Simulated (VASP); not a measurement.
Wanted: the native input for a VASP 6.6.1 run.

| Quantity | Value |
| --- | --- |
| Task | single point |
| Functional | PBE |
| Potentials or basis | VASP PAW PBE potentials, release 64 (Si, C) |
| Cutoff | 520 eV |
| k mesh | 6 × 6 × 1 |
| Occupations | gaussian, width 0.1 eV |
| Spin | collinear spin |
| Starting moments | [0.0, 0.0, 0.0, 0.0, 0.0, 0.0, 1.0, 1.0, 1.0, 1.0] μB |
| Dipole correction | no |
| Further INCAR settings | ALGO = Normal; EDIFF = 1e-07; NBANDS = 35 |

The structure of Si3C2 lies in POSCAR:

```
Si3C2
1.0
    2.7270963400      0.0000000000      0.0000000000
   -1.3635481700      2.3617347100      0.0000000000
    0.0000000000      0.0000000000     22.1145456800
Si C
6 4
Direct
    0.6666666700      0.3333333300      0.0500000000
    0.6666666700      0.3333333300      0.2500000000
    0.6666666700      0.3333333300      0.4500000000
    0.3333333300      0.6666666700      0.7500000000
    0.3333333300      0.6666666700      0.9500000000
    0.3333333300      0.6666666700      0.5500000000
    0.6666666700      0.3333333300      0.8500000000
    0.6666666700      0.3333333300      0.6500000000
    0.3333333300      0.6666666700      0.1500000000
    0.3333333300      0.6666666700      0.3500000000
```

The input as run:

INCAR

```
PREC     = Accurate       # precision mode
ENCUT    = 520            # plane-wave cutoff, eV
EDIFF    = 1E-7           # SCF threshold, eV
ISMEAR   = 0              # smearing method
SIGMA    = 0.1            # smearing width, eV
LREAL    = F              # projectors in reciprocal space
LASPH    = T              # aspherical terms in the spheres
NELM     = 150            # most SCF steps
ALGO     = Normal         # electronic algorithm
ISIF     = 2              # what is computed and relaxed
LWAVE    = F              # write WAVECAR
LCHARG   = F              # write CHGCAR
ISPIN    = 2              # spin polarisation
MAGMOM   = 0 0 0 0 0 0 1 1 1 1 # initial moments
LORBIT   = 11             # projections on sites
GGA      = PE             # functional
NBANDS   = 35             # bands
```

KPOINTS

```
Automatic mesh
0
Gamma
  6 6 1
```

Potentials or basis: VASP PAW PBE potentials, release 64 (Si, C).

Command:

```bash
$ cat potpaw_PBE.64/Si/POTCAR potpaw_PBE.64/C/POTCAR > POTCAR
$ mpirun -np 1 vasp_std > vasp.out
```

It gave:

```yaml
Pressure: -16.5 GPa
Largest_force: 1.916 eV/Å
Band_gap_on_the_k_mesh: zero (filled and empty bands overlap)
Net_moment: 0.00 μB per cell
Valence_electrons_inside_the_program's_atomic_spheres: Si 1.50, 1.45 (each value once); C 2.01
```

Caveat: the k points lie up to 0.44 Å⁻¹ apart, too coarse for converged energies and pressures of a metal; forces of over 1 eV/Å act on the atoms, so gaps and moduli don't describe the material at rest.

Run time: 50 s on 1 thread of AMD EPYC 9R45 96-Core Processor (Zen 5), on a shared host, peak memory 0.27 GiB.
